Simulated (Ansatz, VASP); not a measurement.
# Two plane-wave programs on Ca

```
CELL_PARAMETERS angstrom
-2.32796 2.32796 1.97061
2.32796 -2.32796 1.97061
2.32796 2.32796 -1.97061
ATOMIC_POSITIONS crystal
Ca 0.50000 0.50000 0.00000
```

Alike in both runs: task single point; functional r2SCAN; k mesh 18 × 18 × 18; occupations gaussian, width 0.15 eV; no spin polarisation.

```csv
,VASP,Ansatz
version,VASP 6.6.1,Ansatz 0.2.0
potentials or method,"VASP PAW PBE potentials, release 64 (Ca_sv), cutoff 520 eV","scalar-relativistic, plane waves, PAW"
valence electrons in the cell,10,10
```

```tsv
	VASP	Ansatz	Ansatz less VASP
gap on the k mesh at the Fermi level (eV)	none	none	-
pressure (GPa)	0.2	0.2	-0.05
traceless stress, the component that is largest in VASP (GPa)	1.06	1.06	-0.001
```

VASP's potentials were made for PBE, not for r2SCAN. A gap of «none» marks a metal or a gap that the smearing closes.
